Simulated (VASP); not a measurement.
# TaN (I4/mmm) in VASP: single point with LDA

Aim: the single point of TaN with LDA.

Everything below comes from runs of VASP 6.6.1. Logs are shortened: lines on timing, memory, paths and dates and some standing lists are left out, and cuts for length are marked.

### Step 1. The cell of the first run

The structure is tetragonal, space group I4/mmm (No. 139). The conventional cell has a = 3.236 Å, b = 3.236 Å, c = 4.140 Å, α = 90.00°, β = 90.00°, γ = 90.00°. Within 2.7 Å of Ta (site symmetry 4/mmm) lie 6 N at 2.07 to 2.29 Å. Within 2.7 Å of N (site symmetry 4/mmm) lie 6 Ta at 2.07 to 2.29 Å.

### Step 2. Single point, LDA (strain +0.050 along x and y, -0.050 along z)

Contents of INCAR:

```
  ALGO = Normal
  EDIFF = 1E-6
  ENCUT = 700
  GGA = CA
  GGA_COMPAT = F
  ISIF = 2
  ISMEAR = 0
  LASPH = T
  LCHARG = F
  LREAL = F
  LWAVE = F
  NBANDS = 16
  NELM = 120
  PREC = Accurate
  SIGMA = 0.15
```

Contents of KPOINTS:

```
k-points
0
Gamma
  18 18 18
```

Contents of POSCAR:

```
TaN
1.0
    0.0000000000      2.2879500000      2.0700500000
    2.2879500000      0.0000000000      2.0700500000
    2.2879500000      2.2879500000      0.0000000000
Ta N
1 1
Direct
    0.5000000000      0.5000000000      0.5000000000
    0.0000000000      0.0000000000      0.0000000000
```

Potentials or basis: VASP PAW LDA potentials, release 64 (Ta_sv_GW, N).

Run with:

```bash
> cat potpaw_LDA.64/Ta_sv_GW/POTCAR potpaw_LDA.64/N/POTCAR > POTCAR
> mpirun -np 1 vasp_std > vasp.out
```

OUTCAR:

```text
EDIFF = 1E-6
   ENCUT = 700
   GGA = CA
   ISIF = 2
   ISMEAR = 0
   LASPH = T
   LREAL = F
   NELM = 120
   PREC = Accurate

 ion  position               nearest neighbor table
   1  0.500  0.500  0.500-   2 2.07   2 2.07   2 2.29   2 2.29   2 2.29   2 2.29
   2  0.000  0.000  0.000-   1 2.07   1 2.07   1 2.29   1 2.29   1 2.29   1 2.29

  LATTYP: Found a body centered tetragonal cell.
 ALAT       =     3.2356499200
 C/A-ratio  =     1.2795265564

  Lattice vectors:

 A1 = (   0.0000000000,  -2.2879500000,  -2.0700500000)
 A2 = (   0.0000000000,   2.2879500000,  -2.0700500000)
 A3 = (   2.2879500000,   0.0000000000,   2.0700500000)

Analysis of symmetry for initial positions (statically):
=====================================================================
 Subroutine PRICEL returns:
 Original cell was already a primitive cell.

 Routine SETGRP: Setting up the symmetry group for a
 body centered tetragonal supercell.

 Subroutine GETGRP returns: Found 16 space group operations
 (whereof 16 operations were pure point group operations)
 out of a pool of 16 trial point group operations.

The static configuration has the point symmetry D_4h.

Analysis of symmetry for dynamics (positions and initial velocities):
=====================================================================
 Subroutine PRICEL returns:
 Original cell was already a primitive cell.

 Routine SETGRP: Setting up the symmetry group for a
 body centered tetragonal supercell.

 Subroutine GETGRP returns: Found 16 space group operations
 (whereof 16 operations were pure point group operations)
 out of a pool of 16 trial point group operations.

The dynamic configuration has the point symmetry D_4h.

 Subroutine INISYM returns: Found 16 space group operations
 (whereof 16 operations are pure point group operations),
 and found     1 'primitive' translations

----------------------------------------------------------------------------------------

                                     Primitive cell

  volume of cell :      21.6722

  direct lattice vectors                    reciprocal lattice vectors
     0.000000000  2.287950000  2.070050000    -0.218536244  0.218536244  0.241540059
     2.287950000  0.000000000  2.070050000     0.218536244 -0.218536244  0.241540059
     2.287950000  2.287950000  0.000000000     0.218536244  0.218536244 -0.241540059

  length of vectors
     3.085420912  3.085420912  3.235649920     0.392247091  0.392247091  0.392247091

  position of ions in fractional coordinates (direct lattice)
     0.500000000  0.500000000  0.500000000
     0.000000000  0.000000000  0.000000000

  ion indices of the primitive-cell ions
   primitive index   ion index
                 1           1
                 2           2

----------------------------------------------------------------------------------------

 KPOINTS: k-points

Automatic generation of k-mesh.
 Grid dimensions read from file:
 generate k-points for:   18   18   18

 Generating k-lattice:

  Cartesian coordinates                     Fractional coordinates (reciprocal lattice)
    -0.012140902  0.012140902  0.013418892     0.055555556  0.000000000  0.000000000
     0.012140902 -0.012140902  0.013418892     0.000000000  0.055555556  0.000000000
     0.012140902  0.012140902 -0.013418892     0.000000000  0.000000000  0.055555556

  Length of vectors
     0.021791505  0.021791505  0.021791505

  Shift w.r.t. Gamma in fractional coordinates (k-lattice)
     0.000000000  0.000000000  0.000000000

 Subroutine IBZKPT returns following result:
 ===========================================

 Found    480 irreducible k-points:

 Following reciprocal coordinates:
            Coordinates               Weight
  0.000000  0.000000  0.000000      1.000000
  0.055556  0.000000  0.000000      8.000000
  0.111111  0.000000  0.000000      8.000000
  0.166667  0.000000  0.000000      8.000000
  0.222222  0.000000  0.000000      8.000000
  0.277778  0.000000  0.000000      8.000000
[... 16 lines left out ...]
 -0.277778  0.055556  0.000000      8.000000
 -0.222222  0.055556  0.000000      8.000000
 [... further k-points ...]
   k-points           NKPTS =    480   k-points in BZ     NKDIM =    480   number of bands    NBANDS=     16
   number of dos      NEDOS =    301   number of ions     NIONS =      2
   total plane-waves  NPLWV =  21952
   dimension x,y,z NGX =    28 NGY =   28 NGZ =   28
   dimension x,y,z NGXF=    56 NGYF=   56 NGZF=   56
   ions per type =               1   1
   NGX,Y,Z   is equivalent  to a cutoff of  15.09, 15.09, 14.39 a.u.
   NGXF,Y,Z  is equivalent  to a cutoff of  30.17, 30.17, 28.77 a.u.
 SYSTEM =  unknown system
   PREC   = accura    normal or accurate (medium, high low for compatibility)
   ISTART =      0    job   : 0-new  1-cont  2-samecut
   ICHARG =      2    charge: 1-file 2-atom 10-const
   ISPIN  =      1    spin polarized calculation?
   LNONCOLLINEAR =      F non collinear calculations
   LSORBIT =      F    spin-orbit coupling
   LASPH  =      T    aspherical Exc in radial PAW
   ENCUT  =  700.0 eV  51.45 Ry    7.17 a.u.   6.66  6.66  6.98*2*pi/ulx,y,z
   NELM   =    120;   NELMIN=  2; NELMDL= -5     # of ELM steps
   EDIFF  = 0.1E-05   stopping-criterion for ELM
   LREAL  =      F    real-space projection
   EDIFFG = 0.1E-04   stopping-criterion for IOM
   NSW    =      0    number of steps for IOM
   IBRION =     -1    ionic relax: 0-MD 1-quasi-New 2-CG
   NFREE  =      0    steps in history (QN), initial steepest desc. (CG)
   ISIF   =      2    stress and relaxation
   ISYM   =      2    0-nonsym 1-usesym 2-fastsym
   POTIM  = 0.5000    time-step for ionic-motion
   TEBEG  =    0.0;   TEEND  =   0.0 temperature during run
   PSTRESS=    0.0 pullay stress
   NELECT =      18.0000    total number of electrons
   NUPDOWN=      -1.0000    fix difference up-down
   EMIN   =  10.00;   EMAX   =-10.00  energy-range for DOS
   EFERMI =   0.00;   METHOD = LEGACY
   ISMEAR =     0;   SIGMA  =   0.15  broadening in eV -4-tet -1-fermi 0-gaus
   EFERMI_NEDOS =   21; number of points for ismear=-14 and -15
   IALGO  =     38    algorithm
   IMIX   =      4    mixing-type and parameters
     AMIX     =   0.40;   BMIX     =  1.00
     AMIX_MAG =   1.60;   BMIX_MAG =  1.00
  volume/ion in A,a.u.               =      10.84        73.13
  Fermi-wavevector in a.u.,A,eV,Ry     =   1.538855  2.908014 32.219613  2.368075
  Thomas-Fermi vector in A             =   2.645165
   LORBIT       =      0    0 simple, 1 ext, 2 COOP (PROOUT), +10 PAW based schemes
   GGA     = CA    functional components
   LHFCALC =     F    Hartree Fock is set to
   AEXX    =    0.0000 exact exchange contribution
   IVDW    =     0    specifies the selected vdW correction
   LEPSILON=     F    determine dielectric tensor
   LRPA    =     F    only Hartree local field effects (RPA)
 non-spin polarized calculation
 Gauss-broadening in eV      SIGMA  =   0.15
  energy-cutoff  :      700.00
  volume of cell :       21.67
 maximum number of plane-waves:       927
   NGX = 13   NGY = 13   NGZ = 13

 number of electron      18.0000001 magnetization

 Free energy of the ion-electron system (eV)
  ---------------------------------------------------
  ext. energy  EPLUGINS =         0.00000000
  ---------------------------------------------------
  free energy    TOTEN  =       -26.35931387 eV

  energy without entropy =      -26.34935391  energy(sigma->0) =      -26.35433389

 E-fermi :  13.1465     XC(G=0): -13.9343

 val. band max:       13.1458383467   @ k =  -0.1667   0.0000   0.1667
 cond. band min:      13.1476764769   @ k =   0.2778   0.1111   0.0556
 fundamental gap:      0.0018381301
 Fermi energy:        13.1465393450

 k-point     1 :       0.0000    0.0000    0.0000
  band No.  band energies     occupation
      1     -55.9005      2.00000
      2     -22.3507      2.00000
      3     -22.3472      2.00000
      4     -22.3472      2.00000
      5      -5.2964      2.00000
      6       9.3035      2.00000
[... 8 lines left out ...]
     15      22.5639      0.00000
     16      35.2164      0.00000

 k-point     2 :       0.0556    0.0000    0.0000
  band No.  band energies     occupation
      1     -55.8989      2.00000
      2     -22.3758      2.00000
      3     -22.3515      2.00000
      4     -22.3497      2.00000
      5      -5.2209      2.00000
      6       8.9043      2.00000
[... 8 lines left out ...]
     15      22.7888      0.00000
     16      34.3861      0.00000

 k-point     3 :       0.1111    0.0000    0.0000
  band No.  band energies     occupation
      1     -55.8942      2.00000
      2     -22.4525      2.00000
      3     -22.3639      2.00000
      4     -22.3515      2.00000
      5      -5.0006      2.00000
      6       8.0695      2.00000
[... 8 lines left out ...]
     15      23.4194      0.00000
     16      32.7460      0.00000

 k-point     4 :       0.1667    0.0000    0.0000
  band No.  band energies     occupation
      1     -55.8871      2.00000
      2     -22.5681      2.00000
      3     -22.3827      2.00000
      4     -22.3541      2.00000
      5      -4.6534      2.00000
      6       7.1153      2.00000
[... 8 lines left out ...]
     15      24.3073      0.00000
     16      31.0680      0.00000

 k-point     5 :       0.2222    0.0000    0.0000
  band No.  band energies     occupation
      1     -55.8782      2.00000
      2     -22.7065      2.00000
      3     -22.4056      2.00000
      4     -22.3572      2.00000
      5      -4.2069      2.00000
      6       6.1458      2.00000
[... 8 lines left out ...]
     15      25.0981      0.00000
     16      29.8623      0.00000

 k-point     6 :       0.2778    0.0000    0.0000
  band No.  band energies     occupation
      1     -55.8688      2.00000
      2     -22.8500      2.00000
      3     -22.4299      2.00000
      4     -22.3605      2.00000
      5      -3.6971      2.00000
      6       5.2151      2.00000
[... 8 lines left out ...]
     15      25.2095      0.00000
     16      29.4057      0.00000

 k-point     7 :       0.3333   -0.0000    0.0000
  band No.  band energies     occupation
      1     -55.8599      2.00000
      2     -22.9815      2.00000
      3     -22.4526      2.00000
      4     -22.3636      2.00000
      5      -3.1695      2.00000
      6       4.3696      2.00000
[... 8 lines left out ...]
     15      24.8790      0.00000
     16      27.6004      0.00000

 k-point     8 :       0.3889    0.0000    0.0000
  band No.  band energies     occupation
      1     -55.8527      2.00000
      2     -23.0865      2.00000
      3     -22.4710      2.00000
      4     -22.3661      2.00000
      5      -2.6846      2.00000
      6       3.6648      2.00000
[... 8 lines left out ...]
     15      24.8627      0.00000
     16      26.0414      0.00000

 k-point     9 :       0.4444    0.0000    0.0000
  band No.  band energies     occupation
      1     -55.8480      2.00000
      2     -23.1540      2.00000
      3     -22.4830      2.00000
      4     -22.3677      2.00000
      5      -2.3262      2.00000
      6       3.1778      2.00000
[... 8 lines left out ...]
     15      24.9064      0.00000
     16      25.1810      0.00000
[... 172 lines left out ...]
 k-point    19 :       0.5000    0.0556    0.0000
  band No.  band energies     occupation
      1     -55.8454      2.00000
      2     -23.1680      2.00000
      3     -22.4939      2.00000
      4     -22.3852      2.00000
      5      -2.2584      2.00000
      6       3.1067      2.00000
[... 8 lines left out ...]
     15      24.6311      0.00000
     16      25.2872      0.00000

 k-point    20 :      -0.4444    0.0556    0.0000
  band No.  band energies     occupation
      1     -55.8464      2.00000
      2     -23.1529      2.00000
      3     -22.4875      2.00000
      4     -22.3905      2.00000
      5      -2.3758      2.00000
      6       3.2187      2.00000
[... 8 lines left out ...]
     15      24.7398      0.00000
     16      24.9638      0.00000

 k-point    21 :      -0.3889    0.0556    0.0000
  band No.  band energies     occupation
      1     -55.8505      2.00000
      2     -23.0936      2.00000
      3     -22.4734      2.00000
      4     -22.3942      2.00000
      5      -2.7018      2.00000
      6       3.6121      2.00000
[... 8 lines left out ...]
     15      24.3549      0.00000
     16      26.0328      0.00000

 k-point    22 :      -0.3333    0.0556    0.0000
  band No.  band energies     occupation
      1     -55.8572      2.00000
      2     -22.9960      2.00000
      3     -22.4533      2.00000
      4     -22.3958      2.00000
      5      -3.1523      2.00000
      6       4.2073      2.00000
[... 8 lines left out ...]
     15      24.3785      0.00000
     16      27.5778      0.00000

 k-point    23 :      -0.2778    0.0556    0.0000
  band No.  band energies     occupation
      1     -55.8657      2.00000
      2     -22.8702      2.00000
      3     -22.4294      2.00000
      4     -22.3952      2.00000
      5      -3.6503      2.00000
      6       4.9371      2.00000
[... 8 lines left out ...]
     15      24.8914      0.00000
     16      28.4304      0.00000

 k-point    24 :      -0.2222    0.0556    0.0000
  band No.  band energies     occupation
      1     -55.8750      2.00000
      2     -22.7303      2.00000
      3     -22.4047      2.00000
      4     -22.3924      2.00000
      5      -4.1381      2.00000
      6       5.7565      2.00000
[... 8 lines left out ...]
     15      25.2628      0.00000
     16      28.3785      0.00000

 [... further k-points ...]
[... 5 lines left out ...]
  --------------------------------------------------------------------------------------
  -------------------------------------------------------------------------------------
  Total       -3.7991031     -3.7991031      4.2512324      0.0000000     -0.0000000     -0.0000000
  in kB     -280.8586299   -280.8586299    314.2834697      0.0000000     -0.0000000     -0.0000000
  external PRESSURE =     -82.4779300 kB  Pullay stress =       0.0000000 kB

 VOLUME and BASIS-vectors are now :
 -----------------------------------------------------------------------------
  energy-cutoff  :      700.00
  volume of cell :       21.67
      direct lattice vectors                 reciprocal lattice vectors
     0.000000000  2.287950000  2.070050000    -0.218536244  0.218536244  0.241540059
     2.287950000  0.000000000  2.070050000     0.218536244 -0.218536244  0.241540059
     2.287950000  2.287950000  0.000000000     0.218536244  0.218536244 -0.241540059

 POSITION                                       TOTAL-FORCE (eV/Angst)
 -----------------------------------------------------------------------------------
      2.28795      2.28795      2.07005         0.000000      0.000000      0.000000
      0.00000      0.00000      0.00000         0.000000      0.000000      0.000000
 -----------------------------------------------------------------------------------
    total drift:                                0.000000      0.000000      0.000000

  FREE ENERGIE OF THE ION-ELECTRON SYSTEM (eV)
  ---------------------------------------------------
  free  energy   TOTEN  =       -26.3593138750 eV

  energy  without entropy=      -26.3493539131  energy(sigma->0) =      -26.35433389
```

Run time: 3.4 min. Hardware: 1 thread of Intel Xeon Platinum 8375C at 2.90GHz (Ice Lake), shared host; peak memory 0.39 GiB.

What came out:

```yaml
Free_energy: -26.3593 eV
Pressure: -8.2 GPa
Band_gap_on_the_k_mesh: zero (bands 9 and 10 overlap by 3.88 eV)
```

Levels at points of the mesh, in eV from the Fermi level:
| k point | band 5 | band 6 | band 7 | band 8 | band 9 | band 10 | band 11 | band 12 | band 13 | band 14 |
| --- | --- | --- | --- | --- | --- | --- | --- | --- | --- | --- |
| (0.00, 0.00, 0.00) | -18.44 | -3.84 | -3.84 | -3.33 | -2.35 | -2.35 | -1.20 | -0.79 | -0.64 | 3.35 |
| (0.50, 0.00, 0.00) | -15.34 | -10.15 | -7.52 | -7.51 | 1.40 | 2.34 | 2.42 | 3.80 | 6.19 | 7.71 |
| (0.50, 0.50, 0.00) | -17.18 | -5.66 | -5.41 | -4.82 | -4.82 | 2.18 | 3.43 | 3.43 | 4.58 | 7.50 |
| (0.50, 0.00, 0.50) | -17.27 | -6.77 | -5.16 | -4.50 | -4.03 | 1.43 | 2.87 | 3.92 | 4.82 | 6.95 |

Caveat: the cell differs from its parent crystal (strain +0.050 along x and y, -0.050 along z); the stress differs along the axes, from -28 to 31 GPa; spin-orbit coupling is left out, which moves the levels of the heavy elements.
